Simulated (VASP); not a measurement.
# PtWC3 (Pm-3m) in VASP: a series of runs

PtWC3 is run at these levels: PBE; tasks: single point.

Everything below comes from runs of VASP 6.6.1. Logs are shortened: lines on timing, memory, paths and dates and some standing lists are left out, and cuts for length are marked.

**1. The cell of the first run**

Symmetry: Pm-3m, No. 221, cubic system. The conventional cell has a = 3.875 Å, b = 3.875 Å, c = 3.875 Å, α = 90.00°, β = 90.00°, γ = 90.00°. Pt (site symmetry m-3m) has 6 C at 1.94 Å within 2.6 Å. W (site symmetry m-3m) has 12 C at 2.74 Å and 8 Pt at 3.36 Å within 3.6 Å. Within 2.6 Å of C (site symmetry 4/mmm) lie 2 Pt at 1.94 Å.

The cell was generated, and may not be a known phase.

**2. Single point, PBE**

INCAR

```
PREC = Accurate ; ENCUT = 600
EDIFF = 1E-6 ; ISMEAR = 0
SIGMA = 0.1 ; LREAL = False
LASPH = True ; NELM = 120
ALGO = Normal ; ISIF = 2
LWAVE = False ; LCHARG = True
GGA = PE ; LELF = True
LVHAR = True ; NBANDS = 26
GGA_COMPAT = False
```

KPOINTS

```
Automatic mesh
0
Gamma
  4 4 4
```

POSCAR

```
PtWC3
1.0
    3.8749227000      0.0000000000      0.0000000000
    0.0000000000      3.8749227000      0.0000000000
    0.0000000000      0.0000000000      3.8749227000
Pt W C
1 1 3
Direct
    0.5000000000      0.5000000000      0.5000000000
    0.0000000000      0.0000000000      0.0000000000
    0.0000000000      0.5000000000      0.5000000000
    0.5000000000      0.0000000000      0.5000000000
    0.5000000000      0.5000000000      0.0000000000
```

Potentials or basis: VASP PAW PBE potentials, release 64 (Pt, W_sv, C).

The run is started by

```bash
cat potpaw_PBE.64/Pt/POTCAR potpaw_PBE.64/W_sv/POTCAR potpaw_PBE.64/C/POTCAR > POTCAR
mpirun -np 1 vasp_std > vasp.out
```

OUTCAR:

```text
PREC = Accurate
   ENCUT = 600
   EDIFF = 1E-6
   ISMEAR = 0
   LREAL = False
   LASPH = True
   NELM = 120
   ISIF = 2
   GGA = PE

 ion  position               nearest neighbor table
   1  0.500  0.500  0.500-   3 1.94   4 1.94   5 1.94   5 1.94   4 1.94   3 1.94   2 3.36   2 3.36
                             2 3.36   2 3.36   2 3.36   2 3.36   2 3.36   2 3.36
   2  0.000  0.000  0.000-   3 2.74   4 2.74   5 2.74   3 2.74   4 2.74   3 2.74   5 2.74   3 2.74
                             4 2.74   5 2.74   4 2.74   5 2.74   1 3.36   1 3.36   1 3.36   1 3.36
   3  0.000  0.500  0.500-   1 1.94   1 1.94   2 2.74   2 2.74   2 2.74   2 2.74
   4  0.500  0.000  0.500-   1 1.94   1 1.94   2 2.74   2 2.74   2 2.74   2 2.74
   5  0.500  0.500  0.000-   1 1.94   1 1.94   2 2.74   2 2.74   2 2.74   2 2.74

  LATTYP: Found a simple cubic cell.
 ALAT       =     3.8749227000

  Lattice vectors:

 A1 = (   3.8749227000,   0.0000000000,   0.0000000000)
 A2 = (   0.0000000000,   3.8749227000,   0.0000000000)
 A3 = (   0.0000000000,   0.0000000000,   3.8749227000)

Analysis of symmetry for initial positions (statically):
=====================================================================
 Subroutine PRICEL returns:
 Original cell was already a primitive cell.

 Routine SETGRP: Setting up the symmetry group for a
 simple cubic supercell.

 Subroutine GETGRP returns: Found 48 space group operations
 (whereof 48 operations were pure point group operations)
 out of a pool of 48 trial point group operations.

The static configuration has the point symmetry O_h .

Analysis of symmetry for dynamics (positions and initial velocities):
=====================================================================
 Subroutine PRICEL returns:
 Original cell was already a primitive cell.

 Routine SETGRP: Setting up the symmetry group for a
 simple cubic supercell.

 Subroutine GETGRP returns: Found 48 space group operations
 (whereof 48 operations were pure point group operations)
 out of a pool of 48 trial point group operations.

The dynamic configuration has the point symmetry O_h .

 Subroutine INISYM returns: Found 48 space group operations
 (whereof 48 operations are pure point group operations),
 and found     1 'primitive' translations

----------------------------------------------------------------------------------------

                                     Primitive cell

  volume of cell :      58.1821

  direct lattice vectors                    reciprocal lattice vectors
[... 75 lines left out ...]
   LASPH  =      T    aspherical Exc in radial PAW
   ENCUT  =  600.0 eV  44.10 Ry    6.64 a.u.   7.74  7.74  7.74*2*pi/ulx,y,z
   NELM   =    120;   NELMIN=  2; NELMDL= -5     # of ELM steps
   EDIFF  = 0.1E-05   stopping-criterion for ELM
   LREAL  =      F    real-space projection
[... 7 lines left out ...]
   TEBEG  =    0.0;   TEEND  =   0.0 temperature during run
   PSTRESS=    0.0 pullay stress
   NELECT =      36.0000    total number of electrons
   NUPDOWN=      -1.0000    fix difference up-down
   EMIN   =  10.00;   EMAX   =-10.00  energy-range for DOS
   EFERMI =   0.00;   METHOD = LEGACY
   ISMEAR =     0;   SIGMA  =   0.10  broadening in eV -4-tet -1-fermi 0-gaus
   EFERMI_NEDOS =   21; number of points for ismear=-14 and -15
   IALGO  =     38    algorithm
   IMIX   =      4    mixing-type and parameters
     AMIX     =   0.40;   BMIX     =  1.00
     AMIX_MAG =   1.60;   BMIX_MAG =  1.00
  volume/ion in A,a.u.               =      11.64        78.53
  Fermi-wavevector in a.u.,A,eV,Ry     =   1.395016  2.636199 26.477897  1.946071
  Thomas-Fermi vector in A             =   2.518509
   LORBIT       =      0    0 simple, 1 ext, 2 COOP (PROOUT), +10 PAW based schemes
   GGA     = PE    functional components
   LHFCALC =     F    Hartree Fock is set to
   AEXX    =    0.0000 exact exchange contribution
   IVDW    =     0    specifies the selected vdW correction
   LEPSILON=     F    determine dielectric tensor
   LRPA    =     F    only Hartree local field effects (RPA)
 non-spin polarized calculation
 Gauss-broadening in eV      SIGMA  =   0.10
  energy-cutoff  :      600.00
  volume of cell :       58.18
 maximum number of plane-waves:      1956
 NGX is ok and might be reduce to    32
   NGX = 15   NGY = 15   NGZ = 15

 number of electron      35.9999998 magnetization

 Free energy of the ion-electron system (eV)
  ---------------------------------------------------
  ext. energy  EPLUGINS =         0.00000000
  ---------------------------------------------------
  free energy    TOTEN  =       -32.63693857 eV

  energy without entropy =      -32.60672553  energy(sigma->0) =      -32.62183205

 E-fermi :   8.6219     XC(G=0): -12.4466

 val. band max:        8.6168705579   @ k =   0.5000   0.5000   0.0000
 cond. band min:       8.7230800386   @ k =   0.2500   0.2500   0.0000
 fundamental gap:      0.1062094808
 Fermi energy:         8.6218513893

 k-point     1 :       0.0000    0.0000    0.0000
  band No.  band energies     occupation
      1     -66.2924      2.00000
      2     -30.3629      2.00000
      3     -30.3629      2.00000
      4     -30.3629      2.00000
      5      -6.0164      2.00000
      6      -3.2326      2.00000
[... 279 lines left out ...]
     25      10.8532      0.00000
     26      18.9206      0.00000

------------------------ aborting loop because EDIFF is reached ----------------------------------------

  FORCE on cell =-STRESS in cart. coord.  units (eV):
  Direction    XX          YY          ZZ          XY          YZ          ZX
  --------------------------------------------------------------------------------------
  -------------------------------------------------------------------------------------
  Total        3.4747218      3.4747218      3.4747218      0.0000000      0.0000000     -0.0000000
  in kB       95.6844789     95.6844789     95.6844789      0.0000000      0.0000000     -0.0000000
  external PRESSURE =      95.6844789 kB  Pullay stress =       0.0000000 kB

 VOLUME and BASIS-vectors are now :
 -----------------------------------------------------------------------------
  energy-cutoff  :      600.00
  volume of cell :       58.18
      direct lattice vectors                 reciprocal lattice vectors
     3.874922700  0.000000000  0.000000000     0.258069664  0.000000000  0.000000000
     0.000000000  3.874922700  0.000000000     0.000000000  0.258069664  0.000000000
     0.000000000  0.000000000  3.874922700     0.000000000  0.000000000  0.258069664

 POSITION                                       TOTAL-FORCE (eV/Angst)
 -----------------------------------------------------------------------------------
      1.93746      1.93746      1.93746         0.000000      0.000000      0.000000
      0.00000      0.00000      0.00000         0.000000      0.000000      0.000000
      0.00000      1.93746      1.93746         0.000000      0.000000      0.000000
      1.93746      0.00000      1.93746         0.000000      0.000000      0.000000
      1.93746      1.93746      0.00000         0.000000      0.000000      0.000000
 -----------------------------------------------------------------------------------
    total drift:                                0.000000     -0.000000     -0.000000

  FREE ENERGIE OF THE ION-ELECTRON SYSTEM (eV)
  ---------------------------------------------------
  free  energy   TOTEN  =       -32.6369385669 eV

  energy  without entropy=      -32.6067255296  energy(sigma->0) =      -32.62183205
```

stdout:

```text
POSCAR found type information on POSCAR PtW C
 POSCAR found :  3 types and       5 ions
 scaLAPACK will be used
 LDA part: xc-table for (Slater+PW92), standard interpolation
 POSCAR, INCAR and KPOINTS ok, starting setup
 FFT: planning ... GRIDC
 FFT: planning ... GRID_SOFT
 FFT: planning ... GRID
 WAVECAR not read
 entering main loop
```

It took 32 s on 1 thread of Intel Xeon 8259CL, shared host; peak memory 0.18 GiB.

Results:

```
Free energy            : -32.6369 eV
Pressure               : 9.6 GPa
Band gap on the k mesh : zero (bands 18 and 19 overlap by 0.85 eV)
```

Caveat: the k points lie up to 0.41 Å⁻¹ apart, too coarse for converged energies and pressures of a metal; spin-orbit coupling is left out, which moves the levels of the heavy elements.

**3. Single point, PBE**

This run uses another cell than the first one, of 12.11 Å³/atom.

INCAR

```
PREC = Accurate
ENCUT = 600
EDIFF = 1E-6
ISMEAR = 0
SIGMA = 0.1
LREAL = F
LASPH = T
NELM = 120
ALGO = Normal
ISIF = 2
LWAVE = F
LCHARG = F
GGA = PE
NBANDS = 26
GGA_COMPAT = F
```

KPOINTS is that of step 2.

Edit POSCAR of step 2 so:

```diff
@@ -2,5 +2,5 @@
 1.0
-    3.8749227000      0.0000000000      0.0000000000
-    0.0000000000      3.8749227000      0.0000000000
-    0.0000000000      0.0000000000      3.8749227000
+    3.9265320746      0.0000000000      0.0000000000
+    0.0000000000      3.9265320746      0.0000000000
+    0.0000000000      0.0000000000      3.9265320746
 Pt W C
```

Potentials or basis: VASP PAW PBE potentials, release 64 (Pt, W_sv, C).

The run is started by

```bash
cat potpaw_PBE.64/Pt/POTCAR potpaw_PBE.64/W_sv/POTCAR potpaw_PBE.64/C/POTCAR > POTCAR
mpirun -np 1 vasp_std > vasp.out
```

Wall time 38 s (1 thread of Intel Xeon 8259CL, shared host); peak memory 0.18 GiB.

It converged, with:

```yaml
Free_energy: -32.7068 eV
Pressure: 0.0 GPa
Band_gap_on_the_k_mesh: zero (bands 18 and 19 overlap by 0.80 eV)
```

Levels at points of the mesh, in eV from the Fermi level:
```
           k point  band 16  band 17  band 18  band 19  band 20  band 21
(0.00, 0.00, 0.00)    -0.09    -0.09    -0.09     0.29     0.29     0.29
(0.50, 0.00, 0.00)    -0.09    -0.09     0.00     0.66     1.08     1.61
(0.50, 0.50, 0.00)    -1.38    -0.55    -0.55     0.01     0.62     1.01
(0.50, 0.50, 0.50)     0.32     0.78     0.78     0.82     0.99     0.99
```

Caveat: the k points lie up to 0.40 Å⁻¹ apart, too coarse for converged energies and pressures of a metal; spin-orbit coupling is left out, which moves the levels of the heavy elements.

The gap in the log of VASP goes by the Fermi energy; the results here count the filled bands.